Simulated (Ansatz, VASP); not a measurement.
One calculation of MgSi3N2, two programs

```xyz
6
Lattice="0.0000 3.1289 6.0574 2.8475 0.0000 6.0574 2.8475 3.1289 0.0000" Properties=species:S:1:pos:R:3 pbc="T T T"
Mg    0.0000    0.0000    0.0000
Si    2.8475    3.1289    3.8112
Si    2.8475    3.1289    8.3036
Si    2.8475    3.1289    6.0574
N     1.4238    3.1289    3.0287
N     1.4238    0.0000    3.0287
```

Alike in both runs: task relaxation of cell and atoms; functional PBE; k mesh 10 × 10 × 10; occupations gaussian, width 0.1 eV; no spin polarisation.

```csv
,VASP,Ansatz
version,VASP 6.6.1,Ansatz 0.2.0
potentials or method,"VASP PAW PBE potentials, release 64 (Mg, Si, N), cutoff 600 eV","scalar-relativistic, plane waves, PAW"
valence electrons in the cell,24,32
```

```csv
,VASP,Ansatz,Ansatz less VASP
"gap on the k mesh at the Fermi level, each at its own relaxed structure (eV)",none,none,-
relaxed volume (Å³/atom),17.91,17.97,+0.056
relaxed length of the cell vector where the two differ most in proportion (Å),6.810,6.820,+0.0096
```

A gap of «none» marks a metal or a gap that the smearing closes. VASP's potentials hold 24 valence electrons a cell and Ansatz's 32, so a difference there can come from the potentials and not from the codes.
